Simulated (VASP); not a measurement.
# SnSe2 (P-3m1) in VASP: vibrations by perturbation theory with PBEsol

Aim: the vibrations by perturbation theory of SnSe2 with PBEsol.

Everything below comes from runs of VASP 6.6.1. Logs are shortened: lines on timing, memory, paths and dates and some standing lists are left out, and cuts for length are marked.

## Step 1: The cell of the first run

Symmetry: P-3m1, No. 164, trigonal system. The conventional cell has a = 3.818 Å, b = 3.818 Å, c = 6.150 Å, α = 90.00°, β = 90.00°, γ = 120.00°. Within 3.6 Å of Sn (site symmetry -3m) lie 6 Se at 2.72 Å. Within 3.9 Å of Se (site symmetry 3m) lie 3 Sn at 2.72 Å and 12 Se at 3.70 to 3.86 Å.

## Step 2: Vibrations by perturbation theory, PBEsol

INCAR

```
SYSTEM = SnSe2
PREC = Accurate ; ENCUT = 500
EDIFF = 1E-8 ; ISMEAR = 0
SIGMA = 0.01 ; LREAL = .False.
LASPH = .True. ; NELM = 120
ALGO = Normal ; ISIF = 2
LWAVE = .False. ; LCHARG = .False.
GGA = PS ; IBRION = 8
NSW = 1 ; LEPSILON = .True.
GGA_COMPAT = .False.
```

KPOINTS

```
regular mesh
0
Gamma
  9 9 4
  0 0 0
```

POSCAR

```
SnSe2
1.0
    3.8177983057      0.0000000000      0.0000000000
   -1.9088991529      3.3063103193      0.0000000000
    0.0000000000      0.0000000000      6.1503276880
Sn Se
1 2
Direct
    0.0000000000      0.0000000000      0.0000000000
    0.6666666667      0.3333333333      0.7420245407
    0.3333333333      0.6666666667      0.2579754593
```

Potentials or basis: VASP PAW PBE potentials, release 64 (Sn_d, Se).

Started as:

```
> cat potpaw_PBE.64/Sn_d/POTCAR potpaw_PBE.64/Se/POTCAR > POTCAR
> mpirun -np 1 vasp_std > vasp.out
```

OUTCAR:

```text
SYSTEM = SnSe2
   PREC = Accurate
   ENCUT = 500
   EDIFF = 1E-8
   ISMEAR = 0
   LREAL = .False.
   LASPH = .True.
   NELM = 120
   ISIF = 2
   GGA = PS
   IBRION = 8
   NSW = 1
   LEPSILON = .True.

 ion  position               nearest neighbor table
   1  0.000  0.000  0.000-   2 2.72   3 2.72   2 2.72   3 2.72   2 2.72   3 2.72
   2  0.667  0.333  0.742-   1 2.72   1 2.72   1 2.72
   3  0.333  0.667  0.258-   1 2.72   1 2.72   1 2.72

  LATTYP: Found a hexagonal cell.
 ALAT       =     3.8177983057
 C/A-ratio  =     1.6109619198

  Lattice vectors:

 A1 = (   3.8177983057,   0.0000000000,   0.0000000000)
 A2 = (  -1.9088991529,   3.3063103193,   0.0000000000)
 A3 = (   0.0000000000,   0.0000000000,   6.1503276880)

Analysis of symmetry for initial positions (statically):
=====================================================================
 Subroutine PRICEL returns:
 Original cell was already a primitive cell.

 Routine SETGRP: Setting up the symmetry group for a
 hexagonal supercell.

 Subroutine GETGRP returns: Found 12 space group operations
 (whereof 12 operations were pure point group operations)
 out of a pool of 24 trial point group operations.

The static configuration has the point symmetry D_3d.

Analysis of symmetry for dynamics (positions and initial velocities):
=====================================================================
 Subroutine PRICEL returns:
 Original cell was already a primitive cell.

 Routine SETGRP: Setting up the symmetry group for a
 hexagonal supercell.

 Subroutine GETGRP returns: Found 12 space group operations
 (whereof 12 operations were pure point group operations)
 out of a pool of 24 trial point group operations.

The dynamic configuration has the point symmetry D_3d.

 Subroutine INISYM returns: Found 12 space group operations
 (whereof 12 operations are pure point group operations),
 and found     1 'primitive' translations

----------------------------------------------------------------------------------------
[... 738 lines left out ...]
  z     0.00000     0.00000     0.00000     0.00000     0.00000     0.00000

 PIEZOELECTRIC TENSOR (including local field effects)  for field in x, y, z        (C/m^2)
          XX          YY          ZZ          XY          YZ          ZX
  --------------------------------------------------------------------------------
  x     0.00000     0.00000     0.00000     0.00000     0.00000     0.00000
  y     0.00000     0.00000     0.00000     0.00000     0.00000     0.00000
  z     0.00000     0.00000     0.00000     0.00000     0.00000     0.00000

 BORN EFFECTIVE CHARGES (including local field effects) (in |e|, cummulative output)
 ---------------------------------------------------------------------------------
 ion    1
    1     5.15480    -0.00000    -0.00000
    2    -0.00000     5.15480     0.00000
    3    -0.00000     0.00000     2.11217
 ion    2
    1    -2.57740     0.00000    -0.00000
    2     0.00000    -2.57740     0.00000
    3     0.00000    -0.00000    -1.05608
 ion    3
    1    -2.57740     0.00000    -0.00000
    2     0.00000    -2.57740     0.00000
    3     0.00000    -0.00000    -1.05608

 INTERNAL STRAIN TENSOR FOR ION    3 for displacements in x,y,z  (eV/Angst):
          X           Y           Z          XY          YZ          ZX
  --------------------------------------------------------------------------------
  x    -0.00000     0.00000     0.00000     0.93588     0.00000    -5.63872
  y     0.93588    -0.93588     0.00000     0.00000    -4.39420     0.00000
  z    -5.55170    -5.55170   -14.29827     0.00000     0.00000    -0.00000

 SECOND DERIVATIVES (NOT SYMMETRIZED)
 ------------------------------------
               1X          1Y          1Z          2X          2Y          2Z          3X          3Y          3Z
  1X    -5.231691    0.000000    0.000000    2.615846   -0.000000    0.000000    2.615846   -0.000000    0.000000
  1Y     0.000000   -5.231691    0.000000   -0.000000    2.615846    0.000000   -0.000000    2.615846    0.000000
  1Z     0.000000    0.000000  -14.953608   -0.000000    0.000000    7.476804   -0.000000    0.000000    7.476804
  2X     2.605920   -0.000000   -0.000000   -3.368110    0.000000   -0.000000    0.762190   -0.000000    0.000000
  2Y    -0.000000    2.605920    0.000000    0.000000   -3.368110    0.000000   -0.000000    0.762190    0.000000
  2Z     0.000000    0.000000    7.475889   -0.000000    0.000000   -8.446375    0.000000    0.000000    0.970486
  3X     2.605920   -0.000000   -0.000000    0.762190   -0.000000    0.000000   -3.368110    0.000000   -0.000000
  3Y    -0.000000    2.605920    0.000000   -0.000000    0.762190    0.000000    0.000000   -3.368110    0.000000
  3Z     0.000000    0.000000    7.475889    0.000000    0.000000    0.970486   -0.000000    0.000000   -8.446375

 Eigenvectors and eigenvalues of the dynamical matrix
 ----------------------------------------------------

   1 f  =    7.343443 THz    46.140214 2PiTHz  244.950896 cm-1    30.370027 meV
             X         Y         Z           dx          dy          dz
      0.000000  0.000000  0.000000     0.000000   -0.000000   -0.755580
      1.908899  1.102103  4.563694     0.000000   -0.000000    0.463195
     -0.000000  2.204207  1.586634    -0.000000    0.000000    0.463195
[... 43 lines left out ...]
   9 f/i=    0.004082 THz     0.025649 2PiTHz    0.136165 cm-1     0.016882 meV
             X         Y         Z           dx          dy          dz
      0.000000  0.000000  0.000000    -0.599264    0.262832   -0.000000
      1.908899  1.102103  4.563694    -0.489670    0.214765   -0.000000
     -0.000000  2.204207  1.586634    -0.489670    0.214765   -0.000000

--------------------------------------------------------------------------------------------------------

 MACROSCOPIC STATIC DIELECTRIC TENSOR IONIC CONTRIBUTION
 ------------------------------------------------------
          11.853362    -0.000000    -0.000000
          -0.000000    11.853362    -0.000000
          -0.000000    -0.000000     0.695407
 ------------------------------------------------------

 ELASTIC MODULI CONTR FROM IONIC RELAXATION (kBar)
 Direction    XX          YY          ZZ          XY          YZ          ZX
 --------------------------------------------------------------------------------
 XX        -143.8454   -126.3397   -347.9277      0.0000     41.0967     -0.0000
 YY        -126.3397   -143.8454   -347.9277      0.0000    -41.0967      0.0000
 ZZ        -347.9277   -347.9277   -896.0798      0.0000     -0.0000      0.0000
 XY           0.0000      0.0000      0.0000     -8.7528      0.0000     52.7360
 YZ          41.0967    -41.0967     -0.0000      0.0000   -192.9584      0.0000
 ZX          -0.0000      0.0000      0.0000     52.7360      0.0000   -317.7346
 --------------------------------------------------------------------------------

 PIEZOELECTRIC TENSOR IONIC CONTR  for field in x, y, z        (C/m^2)
          XX          YY          ZZ          XY          YZ          ZX
  --------------------------------------------------------------------------------
  x    -0.00000     0.00000    -0.00000    -0.00000     0.00000     0.00000
  y    -0.00000     0.00000     0.00000     0.00000     0.00000    -0.00000
  z     0.00000     0.00000     0.00000    -0.00000    -0.00000     0.00000
```

It took 38 min on 1 thread of Intel Xeon 8259CL, shared host; peak memory 0.59 GiB.

Results:

| Item | Value |
| --- | --- |
| Electronic dielectric tensor (diagonal) | 13.47, 13.47, 11.14 |
| Born charges (mean of the diagonal) | Sn +4.14; Se -2.07 e |
| Highest phonon frequency at Γ, LO-TO splitting left out | 245 cm⁻¹ |

Phonon frequencies in cm⁻¹ (negative: imaginary):
```tsv
q point	frequencies
(0.000, 0.000, 0.000)	0 0 0 119 119 145 145 180 245
```

Electronic dielectric tensor:
```
13.47  0.00  0.00
 0.00 13.47  0.00
 0.00  0.00 11.14
```

Born effective charge tensors (e):
atom 1, Sn
```
5.15 0.00 0.00
0.00 5.15 0.00
0.00 0.00 2.11
```
atom 2, Se
```
-2.58  0.00  0.00
 0.00 -2.58  0.00
 0.00  0.00 -1.06
```
atom 3, Se
```
-2.58  0.00  0.00
 0.00 -2.58  0.00
 0.00  0.00 -1.06
```

Caveat: spin-orbit coupling is left out, which moves the levels of the heavy elements.
